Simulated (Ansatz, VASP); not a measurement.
## Two plane-wave programs on Cd

The input INCAR:

```
ALGO     = Normal         # electronic algorithm
EDIFF    = 1E-6           # SCF threshold, eV
ENCUT    = 500            # plane-wave cutoff, eV
GGA      = PE             # functional
GGA_COMPAT= False        
ISIF     = 2              # what is computed and relaxed
ISMEAR   = 0              # smearing method
LASPH    = True           # aspherical terms in the spheres
LCHARG   = False          # write CHGCAR
LREAL    = False          # projectors in reciprocal space
LWAVE    = False          # write WAVECAR
NBANDS   = 19             # bands
NELM     = 120            # most SCF steps
PREC     = Accurate       # precision mode
SIGMA    = 0.1            # smearing width, eV
```

KPOINTS

```
k-points
0
Gamma
  3 3 1
```

POSCAR

```
Cd
1.0
    2.9788725081      0.0000000000      0.0000000000
   -1.4894362540      2.5797792666      0.0000000000
    0.0000000000      0.0000000000      5.6176500000
Cd
2
Direct
    0.3333333333      0.6666666667      0.2500000000
    0.6666666667      0.3333333333      0.7500000000
```

Input for Ansatz:

```yaml
crystal:
  lattice:
    - [2.9788725081, 0.0, 0.0]
    - [-1.489436254, 2.5797792666, 0.0]
    - [0.0, 0.0, 5.61765]
  atoms:
    - { symbol: Cd, position: [0.3333333333, 0.6666666667, 0.25] }
    - { symbol: Cd, position: [0.6666666667, 0.3333333333, 0.75] }
basis:
  ecutwfc: 420
kpoints:
  mp_grid: { grid: [3, 3, 1] }
  band_path: { path: [[0, 0, 0], [0.5, 0, 0], [0.5, 0.5, 0.5]], npoints: 4 }
hamiltonian:
  xc: pbe
scf:
  occupations: { method: gaussian, width: 0.1 }
  mixing: { algorithm: msr1, beta: 0.06, ndim: 4 }
  initial_density: { chi_scale: 0, normalization: atom }
  max_iter: 87
output:
  forces: true
  stress: true
  eigenvalues: true
accuracy: medium
```

Alike in both runs: task single point; functional PBE; k mesh 3 × 3 × 1; occupations gaussian, width 0.1 eV; no spin polarisation.

|  | VASP | Ansatz |
| --- | --- | --- |
| version | VASP 6.6.1 | Ansatz 0.2.0 |
| potentials or method | VASP PAW PBE potentials, release 64 (Cd), cutoff 500 eV | scalar-relativistic, plane waves, PAW |
| valence electrons in the cell | 24 | 40 |

VASP gave:

| Property | Result |
| --- | --- |
| gap on the k mesh at the Fermi level (eV) | none |
| pressure (GPa) | 15.7 |
| traceless stress, the component that is largest in VASP (GPa) | 23.88 |

**Question.** Which values does Ansatz return?

**Answer.** gap on the k mesh at the Fermi level (eV): none; pressure (GPa): 15.2; traceless stress, the component that is largest in VASP (GPa): 23.96.

A gap of «none» marks a metal or a gap that the smearing closes. VASP's potentials hold 24 valence electrons a cell and Ansatz's 40, so a difference there can come from the potentials and not from the codes.

The k mesh is coarse, so the values compare programs but aren't converged.
